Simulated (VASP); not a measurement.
A run of VASP 6.6.1 is set up as follows.

INCAR

```
SYSTEM = Rh
  PREC = Accurate
  ENCUT = 520
  EDIFF = 1E-6
  ISMEAR = 0
  SIGMA = 0.027000000000000003
  LREAL = .FALSE.
  LASPH = .TRUE.
  NELM = 80
  ALGO = Fast
  ISIF = 2
  LWAVE = .FALSE.
  LCHARG = .FALSE.
  GGA = PE
  NBANDS = 14
```

KPOINTS

```
Automatic mesh
0
G
  12 12 12
  0 0 0
```

POSCAR

```
Rh
1.0
    0.0000000000      1.8978500000      1.8978500000
    1.8978500000      0.0000000000      1.8978500000
    1.8978500000      1.8978500000      0.0000000000
Rh
1
Direct
    0.0000000000      0.0000000000      0.0000000000
```

Potentials or basis: VASP PAW PBE potentials, release 64 (Rh_pv).

Run with:

```console
$ cat potpaw_PBE.64/Rh_pv/POTCAR > POTCAR
$ mpirun -np 1 vasp_std > vasp.out
```

Q: What does it give for the pressure?

A: 7.3 GPa.
